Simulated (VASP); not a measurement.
Here is a VASP 6.6.1 calculation.

INCAR

```
SYSTEM = TiOs2
PREC     = Accurate       ! precision mode
ENCUT    = 520            ! plane-wave cutoff, eV
EDIFF    = 1E-7           ! SCF threshold, eV
ISMEAR   = 0              ! smearing method
SIGMA    = 0.1            ! smearing width, eV
LREAL    = .False.        ! projectors in reciprocal space
LASPH    = .True.         ! aspherical terms in the spheres
NELM     = 60             ! most SCF steps
ALGO     = Normal         ! electronic algorithm
ISIF     = 2              ! what is computed and relaxed
LWAVE    = .False.        ! write WAVECAR
LCHARG   = .False.        ! write CHGCAR
GGA      = PE             ! functional
NBANDS   = 21             ! bands
```

The input KPOINTS:

```
Automatic mesh
0
Gamma
  14 14 14
  0 0 0
```

File POSCAR:

```
TiOs2
1.0
    0.0000000000      2.9423198282      2.9423198282
    2.9423198282      0.0000000000      2.9423198282
    2.9423198282      2.9423198282      0.0000000000
Ti Os
1 2
Direct
    0.0000000000      0.0000000000      0.0000000000
    0.2500000000      0.2500000000      0.2500000000
    0.7500000000      0.7500000000      0.7500000000
```

Potentials or basis: VASP PAW PBE potentials, release 64 (Ti_sv, Os).

The run is started by

```sh
$ cat potpaw_PBE.64/Ti_sv/POTCAR potpaw_PBE.64/Os/POTCAR > POTCAR
$ mpirun -np 1 vasp_std > vasp.out
```

(1) Predict the band gap on the k mesh.

(2) What does it give for the pressure?

## Answers

(1) zero (band 14 reaches 9.05 eV, above the bottom of band 15 at 5.85 eV).

(2) -0.2 GPa.

Caveat: spin-orbit coupling is left out, which moves the levels of the heavy elements.
